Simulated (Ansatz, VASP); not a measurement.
**ZrSi6 in VASP and in Ansatz**

File INCAR:

```
SYSTEM = ZrSi6
  PREC = Accurate
  ENCUT = 520
  EDIFF = 1E-6
  ISMEAR = 0
  SIGMA = 0.1
  LREAL = .FALSE.
  LASPH = .TRUE.
  NELM = 150
  ALGO = Normal
  ISIF = 2
  LWAVE = .FALSE.
  LCHARG = .FALSE.
  ISPIN = 2
  MAGMOM = 1 0 0 0 0 0 0
  LORBIT = 11
  LMAXMIX = 4
  GGA = PE
  NBANDS = 31
```

File KPOINTS:

```
regular mesh
0
G
  4 4 4
  0 0 0
```

File POSCAR:

```
ZrSi6
1.0
    5.6517939109      0.0000000000      0.0000000000
    0.0000000000      5.6517939109      0.0000000000
    0.0000000000      0.0000000000      5.6517939109
Zr Si
1 6
Direct
    0.5000000000      0.5000000000      0.5000000000
    0.6972927649      0.0000000000      0.0000000000
    0.3027072351      0.0000000000      0.0000000000
    0.0000000000      0.6972927649      0.0000000000
    0.0000000000      0.3027072351      0.0000000000
    0.0000000000      0.0000000000      0.6972927649
    0.0000000000      0.0000000000      0.3027072351
```

Input for Ansatz:

```yaml
crystal:
  lattice:
    - [5.6517939109, 0.0, 0.0]
    - [0.0, 5.6517939109, 0.0]
    - [0.0, 0.0, 5.6517939109]
  atoms:
    - { symbol: Zr, position: [0.5, 0.5, 0.5], spin: 1.0 }
    - { symbol: Si, position: [0.6972927649, 0.0, 0.0] }
    - { symbol: Si, position: [0.3027072351, 0.0, 0.0] }
    - { symbol: Si, position: [0.0, 0.6972927649, 0.0] }
    - { symbol: Si, position: [0.0, 0.3027072351, 0.0] }
    - { symbol: Si, position: [0.0, 0.0, 0.6972927649] }
    - { symbol: Si, position: [0.0, 0.0, 0.3027072351] }
basis:
  ecutwfc: 420
kpoints:
  mp_grid: { grid: [4, 4, 4] }
hamiltonian:
  xc: pbe
scf:
  occupations: { method: gaussian, width: 0.1 }
  lower_state_search: "off"
output:
  forces: true
  stress: true
  eigenvalues: true
  populations: true
magnetization:
  spin_polarized: true
```

Alike in both runs: task single point; functional PBE; k mesh 4 × 4 × 4; occupations gaussian, width 0.1 eV; collinear spin.

|  | VASP | Ansatz |
| --- | --- | --- |
| version | VASP 6.6.1 | Ansatz 0.2.0 |
| potentials or method | VASP PAW PBE potentials, release 64 (Zr_sv, Si), cutoff 520 eV | scalar-relativistic, plane waves, PAW |
| valence electrons in the cell | 36 | 36 |

VASP gave:

```
gap on the k mesh at the Fermi level (eV)                     : none
pressure (GPa)                                                : 1.0
rms of the force components (eV/Å)                            : 0.006
net moment per atom (μB)                                      : 0.42
size of the moment on the site where the two differ most (μB) : 1.54
```

Task: What did Ansatz give for the same quantities?

Result: gap on the k mesh at the Fermi level (eV): none; pressure (GPa): 1.1; rms of the force components (eV/Å): 0.004; net moment per atom (μB): 0.42; size of the moment on the site where the two differ most (μB): 2.16.

Site moments also hang on the region over which each program counts them. Atom by atom the forces differ by 0.002 eV/Å (rms over components). A gap of «none» marks a metal or a gap that the smearing closes.
